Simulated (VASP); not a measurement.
Set up this calculation in VASP 6.6.1, as the native input.

```yaml
Task: single point
Functional: PBEsol
Potentials_or_basis: VASP PAW PBE potentials, release 64 (Cr_pv)
Cutoff: 520 eV
k_mesh: 2 × 2 × 2
Occupations: fermi-dirac, width 0.24 eV
Spin: no spin polarisation
Dipole_correction: no
Further_INCAR_settings: LREAL = Auto; ALGO = Normal; EDIFF = 1e-06; NBANDS = 110
```

The structure of Cr lies in POSCAR:

```
Cr
1.0
    5.6944480000      0.0000000000      0.0000000000
    0.0000000000      5.6944480000      0.0000000000
    0.0000000000      0.0000000000      5.6944480000
Cr
16
Direct
   -0.0666789828      0.0484507015     -0.0682594696
    0.4358631425      0.0274477877     -0.1288272366
   -0.0409872915      0.5222104056     -0.1044350567
   -0.0288877868      0.0549833803      0.4128934007
    0.2363179012      0.2861910408      0.1356584519
    0.4074670627      0.5587723340     -0.1110028575
    0.4655587337      0.0545970391      0.3848836621
    0.7331351520      0.2759354375      0.1411199119
   -0.0428663147      0.5330806428      0.3996348724
    0.1979471935      0.8023429137      0.1628603861
    0.1753637929      0.2904407943      0.6484561805
    0.4484894761      0.5519059969      0.3829870779
    0.7224405245      0.7596170867      0.1392584496
    0.7125888234      0.3291802823      0.6593264176
    0.1917481730      0.8178492454      0.6490181313
    0.7535058710      0.7564034301      0.6132288854
```

These files were run (other wordings do the same):

INCAR

```
PREC = Accurate
ENCUT = 520
EDIFF = 1E-6
ISMEAR = -1
SIGMA = 0.24
LREAL = Auto
LASPH = T
NELM = 80
ALGO = Normal
ISIF = 2
LWAVE = F
LCHARG = F
GGA = PS
NBANDS = 110
```

KPOINTS

```
regular mesh
0
Gamma
  2 2 2
```

Potentials or basis: VASP PAW PBE potentials, release 64 (Cr_pv).

Command:

```bash
$ cat potpaw_PBE.64/Cr_pv/POTCAR > POTCAR
$ mpirun -np 1 vasp_std > vasp.out
```

Results of the run:

The pressure is -1.3 GPa. The largest force is 4.060 eV/Å and the band gap on the k mesh is zero (bands 96 and 97 overlap by 0.17 eV).

Caveat: the k points lie up to 0.55 Å⁻¹ apart; the atoms stand as in a frame of molecular dynamics; the PAW data sets were made with another functional, which shifts forces and pressure a little; the run has no spin polarisation, though such a crystal can be magnetic.

Run time: 5.5 min on 1 thread of Intel(R) Xeon(R) Platinum 8559C (Emerald Rapids), with other jobs on the host, peak memory 0.31 GiB.
